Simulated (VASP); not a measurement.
Write the native input for VASP 6.6.1 that does the following.

- Task: single point
- Functional: PBE
- Potentials or basis: VASP PAW PBE potentials, release 64 (Ca_sv, Sc_sv, C_h, N_h)
- Cutoff: 1330 eV
- k mesh: 4 × 4 × 4
- Occupations: gaussian, width 0.1 eV
- Spin: no spin polarisation
- Dipole correction: no
- Further INCAR settings: ALGO = Normal; EDIFF = 1e-06; NBANDS = 50

The structure of CaScC6N6 lies in POSCAR:

```
CaScC6N6
1.0
    0.0000000000      5.9506444240      5.9506444240
    5.9506444240      0.0000000000      5.9506444240
    5.9506444240      5.9506444240      0.0000000000
Ca Sc C N
1 1 6 6
Direct
    0.0000000000      0.0000000000      0.0000000000
    0.5000000000      0.5000000000      0.5000000000
    0.7826758244      0.2173241756      0.2173241756
    0.2173241756      0.7826758244      0.2173241756
    0.2173241756      0.2173241756      0.7826758244
    0.2173241756      0.7826758244      0.7826758244
    0.7826758244      0.2173241756      0.7826758244
    0.7826758244      0.7826758244      0.2173241756
    0.6842754534      0.3157245466      0.3157245466
    0.3157245466      0.6842754534      0.3157245466
    0.3157245466      0.3157245466      0.6842754534
    0.3157245466      0.6842754534      0.6842754534
    0.6842754534      0.3157245466      0.6842754534
    0.6842754534      0.6842754534      0.3157245466
```

One way to write it, as run:

INCAR

```
SYSTEM = CaScC6N6
  ALGO = Normal
  EDIFF = 1E-6
  ENCUT = 1330
  GGA = PE
  GGA_COMPAT = .False.
  ISIF = 2
  ISMEAR = 0
  LASPH = .True.
  LCHARG = .False.
  LREAL = .False.
  LWAVE = .False.
  NBANDS = 50
  NELM = 120
  PREC = Accurate
  SIGMA = 0.1
```

KPOINTS

```
k-points
0
Gamma
  4 4 4
  0 0 0
```

Potentials or basis: VASP PAW PBE potentials, release 64 (Ca_sv, Sc_sv, C_h, N_h).

Run with:

```sh
$ cat potpaw_PBE.64/Ca_sv/POTCAR potpaw_PBE.64/Sc_sv/POTCAR potpaw_PBE.64/C_h/POTCAR potpaw_PBE.64/N_h/POTCAR > POTCAR
$ mpirun -np 1 vasp_std > vasp.out
```

Results of the run:

| Item | Value |
| --- | --- |
| Pressure | 0.1 GPa |
| Largest force | 0.016 eV/Å |
| Band gap on the k mesh | zero (an odd number of electrons rules out a gap without spin polarisation) |

Caveat: an odd number of electrons without spin polarisation forces a metal; a magnetic or distorted state may lie lower.

Wall time 44 min on 1 thread of Intel(R) Xeon(R) Platinum 8488C (Sapphire Rapids), with other jobs on the host, peak memory 2.1 GiB.
